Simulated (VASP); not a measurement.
# Si2Mo (fluorite type) (Fm-3m) in VASP: further runs, part 2 of 3

VASP 6.6.1.

**3. Single point, PBE**

INCAR reads:

```
SYSTEM = Si2Mo
ALGO = Normal
EDIFF = 1E-6
ENCUT = 520
GGA = PE
ISIF = 2
ISMEAR = -1
LASPH = .True.
LCHARG = .False.
LREAL = .False.
LWAVE = .False.
NBANDS = 18
NELM = 60
PREC = Accurate
SIGMA = 0.1
```

KPOINTS reads:

```
k-points
0
Gamma
  9 9 9
  0 0 0
```

POSCAR reads:

```
Si2Mo
1.0
    0.0000000000      2.9303132522      2.9303132522
    2.9303132522      0.0000000000      2.9303132522
    2.9303132522      2.9303132522      0.0000000000
Mo Si
1 2
Direct
    0.0000000000      0.0000000000      0.0000000000
    0.2500000000      0.2500000000      0.2500000000
    0.7500000000      0.7500000000      0.7500000000
```

Potentials or basis: VASP PAW PBE potentials, release 64 (Mo_sv, Si).

Command:

```sh
cat potpaw_PBE.64/Mo_sv/POTCAR potpaw_PBE.64/Si/POTCAR > POTCAR
mpirun -np 1 vasp_std > vasp.out
```

OUTCAR:

```text
SYSTEM = Si2Mo
   EDIFF = 1E-6
   ENCUT = 520
   GGA = PE
   ISIF = 2
   ISMEAR = -1
   LASPH = .True.
   LREAL = .False.
   NELM = 60
   PREC = Accurate

 ion  position               nearest neighbor table
   1  0.000  0.000  0.000-   3 2.54   2 2.54   3 2.54   2 2.54   3 2.54   3 2.54   2 2.54   2 2.54

   2  0.250  0.250  0.250-   1 2.54   1 2.54   1 2.54   1 2.54   3 2.93   3 2.93   3 2.93   3 2.93
                             3 2.93   3 2.93
   3  0.750  0.750  0.750-   1 2.54   1 2.54   1 2.54   1 2.54   2 2.93   2 2.93   2 2.93   2 2.93
                             2 2.93   2 2.93

  LATTYP: Found a face centered cubic cell.
 ALAT       =     5.8606265044

  Lattice vectors:

 A1 = (   0.0000000000,   2.9303132522,   2.9303132522)
 A2 = (   2.9303132522,   0.0000000000,   2.9303132522)
 A3 = (   2.9303132522,   2.9303132522,   0.0000000000)

Analysis of symmetry for initial positions (statically):
=====================================================================
 Subroutine PRICEL returns:
 Original cell was already a primitive cell.

 Routine SETGRP: Setting up the symmetry group for a
 face centered cubic supercell.

 Subroutine GETGRP returns: Found 48 space group operations
 (whereof 48 operations were pure point group operations)
 out of a pool of 48 trial point group operations.

The static configuration has the point symmetry O_h .

Analysis of symmetry for dynamics (positions and initial velocities):
=====================================================================
 Subroutine PRICEL returns:
 Original cell was already a primitive cell.

 Routine SETGRP: Setting up the symmetry group for a
 face centered cubic supercell.

 Subroutine GETGRP returns: Found 48 space group operations
 (whereof 48 operations were pure point group operations)
 out of a pool of 48 trial point group operations.

The dynamic configuration has the point symmetry O_h .

 Subroutine INISYM returns: Found 48 space group operations
 (whereof 48 operations are pure point group operations),
 and found     1 'primitive' translations

----------------------------------------------------------------------------------------

                                     Primitive cell

  volume of cell :      50.3237

  direct lattice vectors                    reciprocal lattice vectors
     0.000000000  2.930313252  2.930313252    -0.170630222  0.170630222  0.170630222
     2.930313252  0.000000000  2.930313252     0.170630222 -0.170630222  0.170630222
     2.930313252  2.930313252  0.000000000     0.170630222  0.170630222 -0.170630222

  length of vectors
     4.144088743  4.144088743  4.144088743     0.295540213  0.295540213  0.295540213

  position of ions in fractional coordinates (direct lattice)
     0.000000000  0.000000000  0.000000000
     0.250000000  0.250000000  0.250000000
     0.750000000  0.750000000  0.750000000

  ion indices of the primitive-cell ions
   primitive index   ion index
                 1           1
                 2           2
                 3           3

----------------------------------------------------------------------------------------

 KPOINTS: k-points

Automatic generation of k-mesh.
 Grid dimensions read from file:
 generate k-points for:    9    9    9

 Generating k-lattice:

  Cartesian coordinates                     Fractional coordinates (reciprocal lattice)
    -0.018958914  0.018958914  0.018958914     0.111111111  0.000000000  0.000000000
     0.018958914 -0.018958914  0.018958914     0.000000000  0.111111111  0.000000000
     0.018958914  0.018958914 -0.018958914     0.000000000  0.000000000  0.111111111

  Length of vectors
     0.032837801  0.032837801  0.032837801

  Shift w.r.t. Gamma in fractional coordinates (k-lattice)
     0.000000000  0.000000000  0.000000000

 Subroutine IBZKPT returns following result:
 ===========================================

 Found     35 irreducible k-points:

 Following reciprocal coordinates:
            Coordinates               Weight
  0.000000  0.000000  0.000000      1.000000
  0.111111  0.000000  0.000000      8.000000
  0.222222  0.000000  0.000000      8.000000
  0.333333  0.000000  0.000000      8.000000
  0.444444  0.000000  0.000000      8.000000
  0.111111  0.111111  0.000000      6.000000
[... 16 lines left out ...]
 -0.333333  0.333333  0.000000     12.000000
  0.444444  0.444444  0.000000      6.000000
 [... further k-points ...]
   k-points           NKPTS =     35   k-points in BZ     NKDIM =     35   number of bands    NBANDS=     18
   number of dos      NEDOS =    301   number of ions     NIONS =      3
   total plane-waves  NPLWV =  32768
   dimension x,y,z NGX =    32 NGY =   32 NGZ =   32
   dimension x,y,z NGXF=    64 NGYF=   64 NGZF=   64
   ions per type =               1   2
   NGX,Y,Z   is equivalent  to a cutoff of  12.84, 12.84, 12.84 a.u.
   NGXF,Y,Z  is equivalent  to a cutoff of  25.67, 25.67, 25.67 a.u.
 SYSTEM =  Si2Mo
   PREC   = accura    normal or accurate (medium, high low for compatibility)
   ISTART =      0    job   : 0-new  1-cont  2-samecut
   ICHARG =      2    charge: 1-file 2-atom 10-const
   ISPIN  =      1    spin polarized calculation?
   LNONCOLLINEAR =      F non collinear calculations
   LSORBIT =      F    spin-orbit coupling
   LASPH  =      T    aspherical Exc in radial PAW
   ENCUT  =  520.0 eV  38.22 Ry    6.18 a.u.   7.71  7.71  7.71*2*pi/ulx,y,z
   NELM   =     60;   NELMIN=  2; NELMDL= -5     # of ELM steps
   EDIFF  = 0.1E-05   stopping-criterion for ELM
   LREAL  =      F    real-space projection
   EDIFFG = 0.1E-04   stopping-criterion for IOM
   NSW    =      0    number of steps for IOM
   IBRION =     -1    ionic relax: 0-MD 1-quasi-New 2-CG
   NFREE  =      0    steps in history (QN), initial steepest desc. (CG)
   ISIF   =      2    stress and relaxation
   ISYM   =      2    0-nonsym 1-usesym 2-fastsym
   POTIM  = 0.5000    time-step for ionic-motion
   TEBEG  =    0.0;   TEEND  =   0.0 temperature during run
   PSTRESS=    0.0 pullay stress
   NELECT =      22.0000    total number of electrons
   NUPDOWN=      -1.0000    fix difference up-down
   EMIN   =  10.00;   EMAX   =-10.00  energy-range for DOS
   EFERMI =   0.00;   METHOD = LEGACY
   ISMEAR =    -1;   SIGMA  =   0.10  broadening in eV -4-tet -1-fermi 0-gaus
   EFERMI_NEDOS =   21; number of points for ismear=-14 and -15
   IALGO  =     38    algorithm
   IMIX   =      4    mixing-type and parameters
     AMIX     =   0.40;   BMIX     =  1.00
     AMIX_MAG =   1.60;   BMIX_MAG =  1.00
  volume/ion in A,a.u.               =      16.77       113.20
  Fermi-wavevector in a.u.,A,eV,Ry     =   1.242486  2.347959 21.004303  1.543773
  Thomas-Fermi vector in A             =   2.376839
   LORBIT       =      0    0 simple, 1 ext, 2 COOP (PROOUT), +10 PAW based schemes
   GGA     = PE    functional components
   LHFCALC =     F    Hartree Fock is set to
   AEXX    =    0.0000 exact exchange contribution
   IVDW    =     0    specifies the selected vdW correction
   LEPSILON=     F    determine dielectric tensor
   LRPA    =     F    only Hartree local field effects (RPA)
 non-spin polarized calculation
  energy-cutoff  :      520.00
  volume of cell :       50.32
 maximum number of plane-waves:      1369
   NGX = 15   NGY = 15   NGZ = 15

 number of electron      22.0000001 magnetization

 Free energy of the ion-electron system (eV)
  ---------------------------------------------------
  ext. energy  EPLUGINS =         0.00000000
  ---------------------------------------------------
  free energy    TOTEN  =       -20.79096570 eV

  energy without entropy =      -20.70213162  energy(sigma->0) =      -20.74654866

 E-fermi :   8.9611     XC(G=0): -11.1393

 val. band max:        8.9145007851   @ k =  -0.2222   0.3333   0.1111
 cond. band min:       8.9775115380   @ k =  -0.2222   0.3333   0.1111
 fundamental gap:      0.0630107528
 Fermi energy:         8.9611015873

 k-point     1 :       0.0000    0.0000    0.0000
  band No.  band energies     occupation
      1     -51.3309      2.00000
      2     -25.5320      2.00000
      3     -25.5320      2.00000
      4     -25.5320      2.00000
      5      -2.5374      2.00000
      6       4.6048      2.00000
[... 10 lines left out ...]
     17      13.6659      0.00000
     18      15.3116      0.00000
[... 463 lines left out ...]
 k-point    24 :       0.4444    0.4444    0.0000
  band No.  band energies     occupation
      1     -51.3289      2.00000
      2     -25.5688      2.00000
      3     -25.5457      2.00000
      4     -25.5457      2.00000
      5       0.5275      2.00000
      6       1.7252      2.00000
[... 10 lines left out ...]
     17      15.9492      0.00000
     18      16.6131      0.00000

 [... further k-points ...]
[... 5 lines left out ...]
  --------------------------------------------------------------------------------------
  -------------------------------------------------------------------------------------
  Total        0.0305083      0.0305083      0.0305083      0.0000000      0.0000000     -0.0000000
  in kB        0.9713053      0.9713053      0.9713053      0.0000000      0.0000000     -0.0000000
  external PRESSURE =       0.9713053 kB  Pullay stress =       0.0000000 kB

 VOLUME and BASIS-vectors are now :
 -----------------------------------------------------------------------------
  energy-cutoff  :      520.00
  volume of cell :       50.32
      direct lattice vectors                 reciprocal lattice vectors
     0.000000000  2.930313252  2.930313252    -0.170630222  0.170630222  0.170630222
     2.930313252  0.000000000  2.930313252     0.170630222 -0.170630222  0.170630222
     2.930313252  2.930313252  0.000000000     0.170630222  0.170630222 -0.170630222

 POSITION                                       TOTAL-FORCE (eV/Angst)
 -----------------------------------------------------------------------------------
      0.00000      0.00000      0.00000         0.000000      0.000000     -0.000000
      1.46516      1.46516      1.46516         0.000000      0.000000     -0.000000
      4.39547      4.39547      4.39547        -0.000000     -0.000000      0.000000
 -----------------------------------------------------------------------------------
    total drift:                                0.000000     -0.000000      0.000000

  FREE ENERGIE OF THE ION-ELECTRON SYSTEM (eV)
  ---------------------------------------------------
  free  energy   TOTEN  =       -20.7909656967 eV

  energy  without entropy=      -20.7021316220  energy(sigma->0) =      -20.74654866
```

OSZICAR:

```text
N       E                     dE             d eps       ncg     rms          rms(c)
DAV:   1     0.123048274316E+03    0.12305E+03   -0.11209E+04  1276   0.114E+03
DAV:   2    -0.178358940293E+02   -0.14088E+03   -0.13793E+03  1498   0.289E+02
DAV:   3    -0.212106880527E+02   -0.33748E+01   -0.33227E+01  1576   0.393E+01
DAV:   4    -0.212413699354E+02   -0.30682E-01   -0.30615E-01  1572   0.384E+00
DAV:   5    -0.212416083757E+02   -0.23844E-03   -0.23843E-03  1506   0.362E-01    0.169E+01
DAV:   6    -0.209540167327E+02    0.28759E+00   -0.40171E+00  1390   0.116E+01    0.456E+00
DAV:   7    -0.208266649760E+02    0.12735E+00   -0.11041E+00  1388   0.579E+00    0.502E+00
DAV:   8    -0.207905562632E+02    0.36109E-01   -0.12156E-01  1376   0.250E+00    0.455E-01
DAV:   9    -0.207907115537E+02   -0.15529E-03   -0.24694E-03  1458   0.330E-01    0.243E-01
DAV:  10    -0.207909791246E+02   -0.26757E-03   -0.85723E-04  1342   0.225E-01    0.932E-02
DAV:  11    -0.207909649852E+02    0.14139E-04   -0.26197E-04  1506   0.117E-01    0.402E-02
DAV:  12    -0.207909655400E+02   -0.55487E-06   -0.31738E-05  1336   0.312E-02    0.249E-03
DAV:  13    -0.207909656967E+02   -0.15668E-06   -0.70154E-07  1144   0.516E-03
   1 F= -.20790966E+02 E0= -.20746549E+02  d E =-.888341E-01
```

stdout:

```text
POSCAR found type information on POSCAR MoSi
 POSCAR found :  2 types and       3 ions
 scaLAPACK will be used
 LDA part: xc-table for (Slater+PW92), standard interpolation
 POSCAR, INCAR and KPOINTS ok, starting setup
 FFT: planning ... GRIDC
 FFT: planning ... GRID_SOFT
 FFT: planning ... GRID
 WAVECAR not read
 entering main loop
```

It took 72 s on 1 thread of Intel Xeon 8259CL, shared host; peak memory 0.18 GiB.

What came out:

* Free energy: -20.7910 eV
* Pressure: 0.1 GPa
* Band gap on the k mesh: zero (bands 11 and 12 overlap by 1.23 eV)

Levels at points of the mesh, in eV from the Fermi level:
| k point | band 9 | band 10 | band 11 | band 12 | band 13 | band 14 |
| --- | --- | --- | --- | --- | --- | --- |
| (0.00, 0.00, 0.00) | -2.27 | -1.02 | -1.02 | 3.84 | 3.84 | 3.84 |

[end of part 2 of 3]

The gap in the log of VASP goes by the Fermi energy; the results here count the filled bands.